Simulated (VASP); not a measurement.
A run of VASP 6.6.1 is set up as follows.

The input INCAR:

```
SYSTEM = C
PREC     = Accurate       ! precision mode
ENCUT    = 910            ! plane-wave cutoff, eV
EDIFF    = 1E-6           ! SCF threshold, eV
ISMEAR   = -1             ! smearing method
SIGMA    = 0.05           ! smearing width, eV
LREAL    = .False.        ! projectors in reciprocal space
LASPH    = .True.         ! aspherical terms in the spheres
NELM     = 120            ! most SCF steps
ALGO     = Normal         ! electronic algorithm
ISIF     = 2              ! what is computed and relaxed
LWAVE    = .False.        ! write WAVECAR
LCHARG   = .False.        ! write CHGCAR
GGA      = PS             ! functional
IVDW     = 13             ! dispersion correction
NBANDS   = 11             ! bands
GGA_COMPAT= .False.
```

File KPOINTS:

```
regular mesh
0
Gamma
  13 13 13
  0 0 0
```

The input POSCAR:

```
C
1.0
    0.0000000000      1.7833700000      1.7833700000
    1.7833700000      0.0000000000      1.7833700000
    1.7833700000      1.7833700000      0.0000000000
C
2
Direct
    0.7500000000      0.7500000000      0.7500000000
    0.5000000000      0.5000000000      0.5000000000
```

Potentials or basis: VASP PAW PBE potentials, release 64 (C_h).

Run with:

```bash
$ cat potpaw_PBE.64/C_h/POTCAR > POTCAR
$ mpirun -np 1 vasp_std > vasp.out
```

Estimate the dispersion energy per atom.

-0.119 eV.

What does it give for the band gap on the k mesh?

4.02 eV, indirect (least direct gap 5.54 eV).

Estimate the pressure.

-7.8 GPa.

Caveat: the cutoff is under 1.25 times the usual one of these potentials, so pressure, stress and relaxed cells hold a basis-set (Pulay) error; the PAW data sets were made with another functional, which shifts forces and pressure a little. A k mesh can miss the band edges.
